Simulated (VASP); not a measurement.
Wanted: the native input for a VASP 6.6.1 run.

| Item | Value |
| --- | --- |
| Task | single point |
| Functional | r2SCAN |
| Potentials or basis | VASP PAW PBE potentials, release 64 (Pb_d) |
| Cutoff | 520 eV |
| k mesh | 14 × 14 × 14 |
| Occupations | gaussian, width 0.1 eV |
| Spin | no spin polarisation |
| Dipole correction | no |
| Further INCAR settings | ALGO = Normal; EDIFF = 1e-07; NBANDS = 13 |

Crystal: Pb.

```xyz
1
Lattice="0.0000 2.4979 2.4979 2.4979 0.0000 2.4979 2.4979 2.4979 0.0000" Properties=species:S:1:pos:R:3 pbc="T T T"
Pb    0.0000    0.0000    0.0000
```

One way to write it, as run:

POSCAR

```
Pb
1.0
    0.0000000000      2.4978590729      2.4978590729
    2.4978590729      0.0000000000      2.4978590729
    2.4978590729      2.4978590729      0.0000000000
Pb
1
Direct
    0.0000000000      0.0000000000      0.0000000000
```

INCAR.step1

```
SYSTEM = Pb
PREC     = Accurate       ! precision mode
ENCUT    = 520            ! plane-wave cutoff, eV
ISMEAR   = 0              ! smearing method
SIGMA    = 0.1            ! smearing width, eV
LREAL    = .False.        ! projectors in reciprocal space
LASPH    = .True.         ! aspherical terms in the spheres
NELM     = 80             ! most SCF steps
NBANDS   = 13             ! bands
GGA      = PE             ! functional
ALGO     = Normal         ! electronic algorithm
EDIFF    = 1E-4           ! SCF threshold, eV
LWAVE    = .True.         ! write WAVECAR
LCHARG   = .False.        ! write CHGCAR
```

INCAR.step2

```
SYSTEM = Pb
PREC     = Accurate       ! precision mode
ENCUT    = 520            ! plane-wave cutoff, eV
EDIFF    = 1E-7           ! SCF threshold, eV
ISMEAR   = 0              ! smearing method
SIGMA    = 0.1            ! smearing width, eV
LREAL    = .False.        ! projectors in reciprocal space
LASPH    = .True.         ! aspherical terms in the spheres
NELM     = 80             ! most SCF steps
ALGO     = Normal         ! electronic algorithm
ISIF     = 2              ! what is computed and relaxed
LWAVE    = .False.        ! write WAVECAR
LCHARG   = .True.         ! write CHGCAR
METAGGA  = R2SCAN         ! meta-GGA
LMIXTAU  = .True.       
LELF     = .True.         ! ELF
LVHAR    = .True.       
NBANDS   = 13             ! bands
ISTART   = 1
```

KPOINTS

```
Automatic mesh
0
Gamma
  14 14 14
  0 0 0
```

Potentials or basis: VASP PAW PBE potentials, release 64 (Pb_d).

The run is started by

```console
$ cat potpaw_PBE.64/Pb_d/POTCAR > POTCAR
$ cp INCAR.step1 INCAR
$ mpirun -np 1 vasp_std > vasp.out
$ cp INCAR.step2 INCAR
$ mpirun -np 1 vasp_std > vasp.out
```

Results of the run:

| Item | Value |
| --- | --- |
| Pressure | 0.0 GPa |
| Band gap on the k mesh | zero (band 7 reaches 14.42 eV, above the bottom of band 8 at 5.39 eV) |

Caveat: the PAW data sets were made with another functional, which shifts forces and pressure a little; spin-orbit coupling is left out, which moves the levels of the heavy elements.

Run time: 79 s on 1 thread of Intel(R) Xeon(R) 6975P-C (Granite Rapids) (shared host), peak memory 0.18 GiB.
